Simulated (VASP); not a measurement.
## Ir: single point with LDA

Crystal: Ir.

```
Ir
1.0
     0.00000    1.90609    1.90609
     1.90609    0.00000    1.90609
     1.90609    1.90609    0.00000
Ir
1
Direct
  0.00000 0.00000 0.00000
```

```yaml
Program: VASP 6.6.1
Task: single point
Functional: LDA
Potentials_or_basis: VASP PAW LDA potentials, release 64 (Ir_sv_GW)
Cutoff: 560 eV
k_mesh: 14 × 14 × 14
Occupations: fermi-dirac, width 1 eV
Spin: no spin polarisation
Dipole_correction: no
Further_INCAR_settings: ALGO = Normal; EDIFF = 1e-06; NBANDS = 14
```

The pressure is 23.6 GPa and the band gap on the k mesh is zero (an odd number of electrons rules out a gap without spin polarisation).

Levels at points of the mesh, in eV from the Fermi level:
| k point | band 7 | band 8 | band 9 | band 10 | band 11 | band 12 |
| --- | --- | --- | --- | --- | --- | --- |
| (0.00, 0.00, 0.00) | -4.08 | -4.08 | -1.28 | -1.28 | 13.46 | 19.02 |
| (0.50, 0.00, 0.00) | -4.20 | -0.90 | 0.92 | 0.92 | 7.46 | 13.10 |
| (0.50, 0.50, 0.00) | 0.89 | 1.54 | 1.54 | 1.62 | 10.76 | 11.45 |

Run time: 20 s on 1 thread of AMD EPYC 9R45 96-Core Processor (Zen 5), on a shared host, peak memory 0.12 GiB.

Caveat: the cell stands under pressure; so wide a smearing shifts energies and pressures; spin-orbit coupling is left out, which moves the levels of the heavy elements.
